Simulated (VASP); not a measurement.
# Zn (P6_3/mmc) in VASP: single point with PBEsol

Aim: the single point of Zn with PBEsol.

Everything below comes from runs of VASP 6.6.1. Logs are shortened: lines on timing, memory, paths and dates and some standing lists are left out, and cuts for length are marked.

## 1. The cell of the first run

It takes space group P6_3/mmc (No. 194, hexagonal). The conventional cell has a = 2.590 Å, b = 2.590 Å, c = 4.918 Å, α = 90.00°, β = 90.00°, γ = 120.00°. Within 3.4 Å of Zn (site symmetry -6m2) lie 12 Zn at 2.59 to 2.88 Å.

## 2. Single point, PBEsol

INCAR reads:

```
SYSTEM = Zn
ALGO = Normal ; EDIFF = 1E-7
ENCUT = 520 ; GGA = PS
ISIF = 2 ; ISMEAR = -1
LASPH = .TRUE. ; LCHARG = .FALSE.
LREAL = .FALSE. ; LWAVE = .FALSE.
NBANDS = 19 ; NELM = 60
PREC = Accurate ; SIGMA = 0.1
```

KPOINTS reads:

```
k-points
0
G
  16 16 8
  0 0 0
```

POSCAR reads:

```
Zn
1.0
    1.2948487924     -2.2427438966      0.0000000000
    1.2948487924      2.2427438966      0.0000000000
    0.0000000000      0.0000000000      4.9176337507
Zn
2
Direct
    0.6666666670      0.3333333330      0.2500000000
    0.3333333330      0.6666666670      0.7500000000
```

Potentials or basis: VASP PAW PBE potentials, release 64 (Zn).

The run is started by

```console
$ cat potpaw_PBE.64/Zn/POTCAR > POTCAR
$ mpirun -np 1 vasp_std > vasp.out
```

OUTCAR:

```text
SYSTEM = Zn
   EDIFF = 1E-7
   ENCUT = 520
   GGA = PS
   ISIF = 2
   ISMEAR = -1
   LASPH = .TRUE.
   LREAL = .FALSE.
   NELM = 60
   PREC = Accurate

 ion  position               nearest neighbor table
   1  0.667  0.333  0.250-   2 2.88   2 2.88   2 2.88   2 2.88   2 2.88   2 2.88
   2  0.333  0.667  0.750-   1 2.88   1 2.88   1 2.88   1 2.88   1 2.88   1 2.88

  LATTYP: Found a hexagonal cell.
 ALAT       =     2.5896975848
 C/A-ratio  =     1.8989220129

  Lattice vectors:

 A1 = (   1.2948487924,  -2.2427438966,   0.0000000000)
 A2 = (   1.2948487924,   2.2427438966,   0.0000000000)
 A3 = (   0.0000000000,   0.0000000000,   4.9176337507)

Analysis of symmetry for initial positions (statically):
=====================================================================
 Subroutine PRICEL returns:
 Original cell was already a primitive cell.

 Routine SETGRP: Setting up the symmetry group for a
 hexagonal supercell.

 Subroutine GETGRP returns: Found 24 space group operations
 (whereof 12 operations were pure point group operations)
 out of a pool of 24 trial point group operations.

The static configuration has the point symmetry D_3d.
 The point group associated with its full space group is D_6h.

Analysis of symmetry for dynamics (positions and initial velocities):
=====================================================================
 Subroutine PRICEL returns:
 Original cell was already a primitive cell.

 Routine SETGRP: Setting up the symmetry group for a
 hexagonal supercell.

 Subroutine GETGRP returns: Found 24 space group operations
 (whereof 12 operations were pure point group operations)
 out of a pool of 24 trial point group operations.

The dynamic configuration has the point symmetry D_3d.
 The point group associated with its full space group is D_6h.

 Subroutine INISYM returns: Found 24 space group operations
 (whereof 12 operations are pure point group operations),
 and found     1 'primitive' translations

----------------------------------------------------------------------------------------

                                     Primitive cell

  volume of cell :      28.5618

  direct lattice vectors                    reciprocal lattice vectors
     1.294848792 -2.242743897  0.000000000     0.386145473 -0.222941193  0.000000000
     1.294848792  2.242743897  0.000000000     0.386145473  0.222941193  0.000000000
     0.000000000  0.000000000  4.917633751     0.000000000  0.000000000  0.203349833

  length of vectors
     2.589697585  2.589697585  4.917633751     0.445882386  0.445882386  0.203349833

  position of ions in fractional coordinates (direct lattice)
     0.666666667  0.333333333  0.250000000
     0.333333333  0.666666667  0.750000000

  ion indices of the primitive-cell ions
   primitive index   ion index
                 1           1
                 2           2

----------------------------------------------------------------------------------------

 KPOINTS: k-points

Automatic generation of k-mesh.
 Grid dimensions read from file:
 generate k-points for:   16   16    8

 Generating k-lattice:

  Cartesian coordinates                     Fractional coordinates (reciprocal lattice)
     0.024134092 -0.013933825  0.000000000     0.062500000  0.000000000  0.000000000
     0.024134092  0.013933825  0.000000000     0.000000000  0.062500000  0.000000000
     0.000000000  0.000000000  0.025418729     0.000000000  0.000000000  0.125000000

  Length of vectors
     0.027867649  0.027867649  0.025418729

  Shift w.r.t. Gamma in fractional coordinates (k-lattice)
     0.000000000  0.000000000  0.000000000

 Subroutine IBZKPT returns following result:
 ===========================================

 Found    150 irreducible k-points:

 Following reciprocal coordinates:
            Coordinates               Weight
  0.000000  0.000000  0.000000      1.000000
  0.062500  0.000000  0.000000      6.000000
  0.125000  0.000000  0.000000      6.000000
  0.187500 -0.000000  0.000000      6.000000
  0.250000  0.000000  0.000000      6.000000
  0.312500 -0.000000  0.000000      6.000000
[... 16 lines left out ...]
  0.187500  0.187500  0.000000      6.000000
  0.250000  0.187500  0.000000     12.000000
 [... further k-points ...]
   k-points           NKPTS =    150   k-points in BZ     NKDIM =    150   number of bands    NBANDS=     19
   number of dos      NEDOS =    301   number of ions     NIONS =      2
   total plane-waves  NPLWV =  16000
   dimension x,y,z NGX =    20 NGY =   20 NGZ =   40
   dimension x,y,z NGXF=    40 NGYF=   40 NGZF=   80
   ions per type =               2
   NGX,Y,Z   is equivalent  to a cutoff of  12.84, 12.84, 13.52 a.u.
   NGXF,Y,Z  is equivalent  to a cutoff of  25.68, 25.68, 27.04 a.u.
 SYSTEM =  Zn
   PREC   = accura    normal or accurate (medium, high low for compatibility)
   ISTART =      0    job   : 0-new  1-cont  2-samecut
   ICHARG =      2    charge: 1-file 2-atom 10-const
   ISPIN  =      1    spin polarized calculation?
   LNONCOLLINEAR =      F non collinear calculations
   LSORBIT =      F    spin-orbit coupling
   LASPH  =      T    aspherical Exc in radial PAW
   ENCUT  =  520.0 eV  38.22 Ry    6.18 a.u.   4.82  4.82  9.14*2*pi/ulx,y,z
   NELM   =     60;   NELMIN=  2; NELMDL= -5     # of ELM steps
   EDIFF  = 0.1E-06   stopping-criterion for ELM
   LREAL  =      F    real-space projection
   EDIFFG = 0.1E-05   stopping-criterion for IOM
   NSW    =      0    number of steps for IOM
   IBRION =     -1    ionic relax: 0-MD 1-quasi-New 2-CG
   NFREE  =      0    steps in history (QN), initial steepest desc. (CG)
   ISIF   =      2    stress and relaxation
   ISYM   =      2    0-nonsym 1-usesym 2-fastsym
   POTIM  = 0.5000    time-step for ionic-motion
   TEBEG  =    0.0;   TEEND  =   0.0 temperature during run
   PSTRESS=    0.0 pullay stress
   NELECT =      24.0000    total number of electrons
   NUPDOWN=      -1.0000    fix difference up-down
   EMIN   =  10.00;   EMAX   =-10.00  energy-range for DOS
   EFERMI =   0.00;   METHOD = LEGACY
   ISMEAR =    -1;   SIGMA  =   0.10  broadening in eV -4-tet -1-fermi 0-gaus
   EFERMI_NEDOS =   21; number of points for ismear=-14 and -15
   IALGO  =     38    algorithm
   IMIX   =      4    mixing-type and parameters
     AMIX     =   0.40;   BMIX     =  1.00
     AMIX_MAG =   1.60;   BMIX_MAG =  1.00
  volume/ion in A,a.u.               =      14.28        96.37
  Fermi-wavevector in a.u.,A,eV,Ry     =   1.544840  2.919325 32.470735  2.386532
  Thomas-Fermi vector in A             =   2.650304
   LORBIT       =      0    0 simple, 1 ext, 2 COOP (PROOUT), +10 PAW based schemes
   GGA     = PS    functional components
   LHFCALC =     F    Hartree Fock is set to
   AEXX    =    0.0000 exact exchange contribution
   IVDW    =     0    specifies the selected vdW correction
   LEPSILON=     F    determine dielectric tensor
   LRPA    =     F    only Hartree local field effects (RPA)
 non-spin polarized calculation
  energy-cutoff  :      520.00
  volume of cell :       28.56
 maximum number of plane-waves:       787
 NGX is ok and might be reduce to    20
   NGX =  9   NGY =  9   NGZ = 19

 number of electron      24.0000006 magnetization

 Free energy of the ion-electron system (eV)
  ---------------------------------------------------
  ext. energy  EPLUGINS =         0.00000000
  ---------------------------------------------------
  free energy    TOTEN  =        -3.17871628 eV

  energy without entropy =       -3.16811386  energy(sigma->0) =       -3.17341507

 E-fermi :   3.3418     XC(G=0): -12.0303

 val. band max:        3.2104149493   @ k =   0.3750   0.2500   0.3750
 cond. band min:       3.3752884224   @ k =   0.2500   0.0000   0.1250
 fundamental gap:      0.1648734732
 Fermi energy:         3.3418088896

 k-point     1 :       0.0000    0.0000    0.0000
  band No.  band energies     occupation
      1      -7.5400      2.00000
      2      -5.5530      2.00000
      3      -4.7302      2.00000
      4      -4.4390      2.00000
      5      -4.4390      2.00000
      6      -4.3878      2.00000
[... 11 lines left out ...]
     18      23.4684      0.00000
     19      23.7335      0.00000

 k-point     2 :       0.0625    0.0000    0.0000
  band No.  band energies     occupation
      1      -7.4167      2.00000
      2      -5.4928      2.00000
      3      -4.7147      2.00000
      4      -4.4541      2.00000
      5      -4.4075      2.00000
      6      -4.4033      2.00000
[... 11 lines left out ...]
     18      22.4319      0.00000
     19      24.8728      0.00000

 k-point     3 :       0.1250    0.0000    0.0000
  band No.  band energies     occupation
      1      -7.0528      2.00000
      2      -5.3322      2.00000
      3      -4.6794      2.00000
      4      -4.4890      2.00000
      5      -4.4307      2.00000
      6      -4.3166      2.00000
[... 11 lines left out ...]
     18      21.3926      0.00000
     19      23.0812      0.00000

 k-point     4 :       0.1875   -0.0000    0.0000
  band No.  band energies     occupation
      1      -6.4756      2.00000
      2      -5.1435      2.00000
      3      -4.6484      2.00000
      4      -4.5312      2.00000
      5      -4.3833      2.00000
      6      -4.3699      2.00000
[... 11 lines left out ...]
     18      20.3301      0.00000
     19      20.4590      0.00000

 k-point     5 :       0.2500    0.0000    0.0000
  band No.  band energies     occupation
      1      -5.7900      2.00000
      2      -5.0622      2.00000
      3      -4.5947      2.00000
      4      -4.5825      2.00000
      5      -4.4969      2.00000
      6      -4.2156      2.00000
[... 11 lines left out ...]
     18      19.5328      0.00000
     19      19.7466      0.00000
[... 334 lines left out ...]
      2      -5.0382      2.00000
      3      -4.9388      2.00000
      4      -4.4550      2.00000
      5      -4.2827      2.00000
      6      -4.2816      2.00000
[... 11 lines left out ...]
     18      16.5977      0.00000
     19      17.8390      0.00000

 k-point    22 :       0.4375    0.1250    0.0000
  band No.  band energies     occupation
      1      -5.1577      2.00000
      2      -5.0527      2.00000
      3      -4.9585      2.00000
      4      -4.4637      2.00000
      5      -4.3024      2.00000
      6      -4.2556      2.00000
[... 11 lines left out ...]
     18      16.4655      0.00000
     19      17.7321      0.00000

 k-point    23 :       0.1875    0.1875    0.0000
  band No.  band energies     occupation
      1      -4.9446      2.00000
      2      -4.7877      2.00000
      3      -4.7703      2.00000
      4      -4.7446      2.00000
      5      -4.5161      2.00000
      6      -4.3872      2.00000
[... 11 lines left out ...]
     18      16.1163      0.00000
     19      17.3172      0.00000

 k-point    24 :       0.2500    0.1875    0.0000
  band No.  band energies     occupation
      1      -4.8838      2.00000
      2      -4.8282      2.00000
      3      -4.8231      2.00000
      4      -4.4988      2.00000
      5      -4.4400      2.00000
      6      -4.4068      2.00000
[... 11 lines left out ...]
     18      15.0427      0.00000
     19      16.3028      0.00000

 [... further k-points ...]

------------------------ aborting loop because EDIFF is reached ----------------------------------------

  FORCE on cell =-STRESS in cart. coord.  units (eV):
  Direction    XX          YY          ZZ          XY          YZ          ZX
  --------------------------------------------------------------------------------------
  -------------------------------------------------------------------------------------
  Total        0.3211989      0.3211989     -0.3843191      0.0000000      0.0000000      0.0000000
  in kB       18.0177143     18.0177143    -21.5584563      0.0000000      0.0000000      0.0000000
  external PRESSURE =       4.8256574 kB  Pullay stress =       0.0000000 kB

 VOLUME and BASIS-vectors are now :
 -----------------------------------------------------------------------------
  energy-cutoff  :      520.00
  volume of cell :       28.56
      direct lattice vectors                 reciprocal lattice vectors
     1.294848792 -2.242743897  0.000000000     0.386145473 -0.222941193  0.000000000
     1.294848792  2.242743897  0.000000000     0.386145473  0.222941193  0.000000000
     0.000000000  0.000000000  4.917633751     0.000000000  0.000000000  0.203349833

 POSITION                                       TOTAL-FORCE (eV/Angst)
 -----------------------------------------------------------------------------------
      1.29485     -0.74758      1.22941        -0.000000     -0.000000      0.000000
      1.29485      0.74758      3.68823         0.000000      0.000000      0.000000
 -----------------------------------------------------------------------------------
    total drift:                               -0.000000      0.000000      0.000000

  FREE ENERGIE OF THE ION-ELECTRON SYSTEM (eV)
  ---------------------------------------------------
  free  energy   TOTEN  =        -3.1787162797 eV

  energy  without entropy=       -3.1681138620  energy(sigma->0) =       -3.17341507
```

Wall time 62 s (1 thread of Intel Xeon Platinum 8259CL at 2.50GHz (Skylake/Cascade Lake), shared host); peak memory 0.19 GiB.

Results:

```yaml
Free_energy: -3.1787 eV
Pressure: 0.5 GPa
Band_gap_on_the_k_mesh: zero (bands 12 and 13 overlap by 4.42 eV)
```

Caveat: the PAW data sets were made with another functional, which shifts forces and pressure a little.
